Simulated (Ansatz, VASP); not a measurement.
# One calculation of AsP2, two programs

```
P As
1.0
     3.45215    0.00000    0.00000
    -1.72607    2.98965    0.00000
     0.00000    0.00000    8.78701
P As
4 2
Direct
  0.66667 0.33333 0.37980
  0.33333 0.66667 0.62020
  0.33333 0.66667 0.87980
  0.66667 0.33333 0.12020
  0.00000 0.00000 0.50000
  0.00000 0.00000 0.00000
```

Alike in both runs: task relaxation of cell and atoms; functional PBE; k mesh 6 × 6 × 2; occupations gaussian, width 0.1 eV; no spin polarisation.

|  | VASP | Ansatz |
| --- | --- | --- |
| version | VASP 6.6.1 | Ansatz 0.2.0 |
| potentials or method | VASP PAW PBE potentials, release 64 (P, As), cutoff 600 eV | scalar-relativistic, plane waves, PAW |
| valence electrons in the cell | 30 | 50 |

Ansatz gave:

```
gap on the k mesh at the Fermi level, each at its own relaxed structure (eV) : none
relaxed volume (Å³/atom)                                                     : 20.53
relaxed length of the cell vector where the two differ most in proportion (Å)              : 9.508
```

Problem. What did VASP give for the same quantities?

Solution. gap on the k mesh at the Fermi level, each at its own relaxed structure (eV): none; relaxed volume (Å³/atom): 20.78; relaxed length of the cell vector where the two differ most in proportion (Å): 9.345.

A gap of «none» marks a metal or a gap that the smearing closes. VASP's potentials hold 30 valence electrons a cell and Ansatz's 50, so a difference there can come from the potentials and not from the codes.

Noted on VASP's run: the volume moved by over 15 % at a fixed basis, so the end points are rough.
